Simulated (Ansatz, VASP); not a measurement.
# Cr in VASP and in Ansatz

INCAR

```
SYSTEM = Cr
ALGO     = Normal         ! electronic algorithm
EDIFF    = 1E-6           ! SCF threshold, eV
EDIFFG   = -0.01          ! ionic threshold
ENCUT    = 600            ! plane-wave cutoff, eV
GGA      = PE             ! functional
IBRION   = 2              ! ionic algorithm
ISIF     = 3              ! what is computed and relaxed
ISMEAR   = 0              ! smearing method
LASPH    = .True.         ! aspherical terms in the spheres
LCHARG   = .False.        ! write CHGCAR
LREAL    = .False.        ! projectors in reciprocal space
LWAVE    = .False.        ! write WAVECAR
NELM     = 100            ! most SCF steps
NSW      = 100            ! ionic steps
PREC     = Accurate       ! precision mode
SIGMA    = 0.1            ! smearing width, eV
```

Contents of KPOINTS:

```
k-points
0
Gamma
  28 28 28
  0 0 0
```

Contents of POSCAR:

```
Cr
1.0
   -1.4227757737      1.4227757737      1.4227757737
    1.4227757737     -1.4227757737      1.4227757737
    1.4227757737      1.4227757737     -1.4227757737
Cr
1
Direct
    0.0000000000      0.0000000000      0.0000000000
```

Input for Ansatz:

```yaml
crystal:
  lattice:
    - [-1.4227757737, 1.4227757737, 1.4227757737]
    - [1.4227757737, -1.4227757737, 1.4227757737]
    - [1.4227757737, 1.4227757737, -1.4227757737]
  atoms:
    - { symbol: Cr, position: [0.0, 0.0, 0.0] }
basis:
  ecutwfc: 420
kpoints:
  mp_grid: { grid: [28, 28, 28] }
hamiltonian:
  xc: pbe
scf:
  occupations: { method: gaussian, width: 0.1 }
output:
  forces: true
  stress: true
  eigenvalues: true
relax:
  adjacent_minimum: "off"
  f_tol: 0.01
  max_steps: 80
  cell: { stress_tol: 0.05 }
```

Alike in both runs: task relaxation of cell and atoms; functional PBE; k mesh 28 × 28 × 28; occupations gaussian, width 0.1 eV; no spin polarisation.

```csv
,VASP,Ansatz
version,VASP 6.6.1,Ansatz 0.2.0
potentials or method,"VASP PAW PBE potentials, release 64 (Cr_pv), cutoff 600 eV","scalar-relativistic, plane waves, PAW"
valence electrons in the cell,12,14
```

```csv
,VASP,Ansatz,Ansatz less VASP
"gap on the k mesh at the Fermi level, each at its own relaxed structure (eV)",none,none,-
relaxed volume (Å³/atom),11.52,11.55,+0.030
relaxed cell length with the largest relative difference (Å),2.464,2.466,+0.0021
```

A gap of «none» marks a metal or a gap that the smearing closes. VASP's potentials hold 12 valence electrons a cell and Ansatz's 14, so a difference there can come from the potentials and not from the codes.

Noted on VASP's run: the relaxation stopped at its first step, so nothing moved.
